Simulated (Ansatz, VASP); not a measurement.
**One calculation of AlGa3N4, two programs**

```xyz
8
Lattice="4.3382 0.0516 0.0516 0.0516 4.3382 0.0516 0.0516 0.0516 4.3382" Properties=species:S:1:pos:R:3 pbc="T T T"
Al    0.0000    0.0000    0.0000
Ga    2.1949    2.1949    0.0516
Ga    2.1949    0.0516    2.1949
Ga    0.0516    2.1949    2.1949
N     3.3261    3.3261    1.1416
N     3.3261    1.1416    3.3261
N     1.1416    3.3261    3.3261
N     1.0890    1.0890    1.0890
```

Change from the starting cell: equal engineering shear yz, xz and xy +0.0233, equal normal strain along x, y and z -0.0200.

Alike in both runs: task single point; functional LDA; k mesh 6 × 6 × 6; occupations gaussian, width 0.05 eV; no spin polarisation.

|  | VASP | Ansatz |
| --- | --- | --- |
| version | VASP 6.6.1 | Ansatz 0.2.0 |
| potentials or method | VASP PAW LDA potentials, release 64 (Al, Ga_d, N_h), cutoff 1330 eV | scalar-relativistic, plane waves, PAW |
| valence electrons in the cell | 62 | 62 |

```csv
,VASP,Ansatz,Ansatz less VASP
gap on the k mesh at the Fermi level (eV),2.91,2.90,-0.009
least direct gap on the mesh (eV),2.91,2.90,-0.009
pressure (GPa),15.8,14.6,-1.23
"traceless stress, the component that is largest in VASP (GPa)",-5.92,-5.84,+0.078
rms of the force components (eV/Å),0.282,0.271,-0.0103
```

Ansatz warns that its potentials were made for another functional, while VASP's fit it. LDA's correlation is that of Perdew and Zunger in VASP and of Perdew and Wang (1992) in Ansatz. Atom by atom the forces differ by 0.015 eV/Å (rms over components).
